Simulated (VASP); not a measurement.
The system is Ti.

```
Ti
1.0
     4.60000    0.00000    0.00000
    -2.30000    3.98372    0.00000
     0.00000    0.00000    2.82000
Ti
3
Direct
  0.00000 0.00000 0.00000
  0.33333 0.66667 0.50000
  0.66667 0.33333 0.50000
```

Base run:

```yaml
Program: VASP 6.6.1
Functional: BLYP
Potentials_or_basis: VASP PAW PBE potentials, release 64 (Ti_sv)
Cutoff: 520 eV
k_mesh: 8 × 8 × 11
Occupations: fermi-dirac, width 0.1 eV
Spin: no spin polarisation
```

Its results: band gap on the k mesh zero (band 18 reaches 8.92 eV, above the bottom of band 19 at 8.66 eV); pressure 2.1 GPa.

Problem. The run is repeated on the same cell with these changes: functional from BLYP to LDA; potentials or basis from VASP PAW PBE potentials, release 64 (Ti_sv) to VASP PAW LDA potentials, release 64 (Ti_sv). What comes out?

Solution. Band gap on the k mesh zero (band 18 reaches 8.23 eV, above the bottom of band 19 at 7.96 eV); pressure -9.1 GPa.

Caveats: the PAW data sets were made with another functional, which shifts forces and pressure a little (some runs).
